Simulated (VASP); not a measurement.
Ga:

```xyz
2
Lattice="1.4204 -3.9820 0.0000 1.4204 3.9820 0.0000 0.0000 0.0000 3.1053" Properties=species:S:1:pos:R:3 pbc="T T T"
Ga    1.4204    2.9228    2.3290
Ga    1.4204   -2.9228    0.7763
```

Program: VASP 6.6.1. Alike in all runs: task single point; no spin polarisation; cell as given; k mesh 10 × 10 × 8; cutoff (eV) 520; smearing fermi-dirac 0.05 eV.

Task: Order these runs on this cell by their pressure, lowest first.
A. level r2SCAN; potentials or basis VASP PAW PBE potentials, release 64 (Ga_d)
B. level LDA; potentials or basis VASP PAW LDA potentials, release 64 (Ga_d)
C. level PBE; potentials or basis VASP PAW PBE potentials, release 64 (Ga_d)

Result: B (-0.6 GPa), A (2.2 GPa), C (5.6 GPa).

Caveats: the PAW data sets were made with another functional, which shifts forces and pressure a little (some runs).
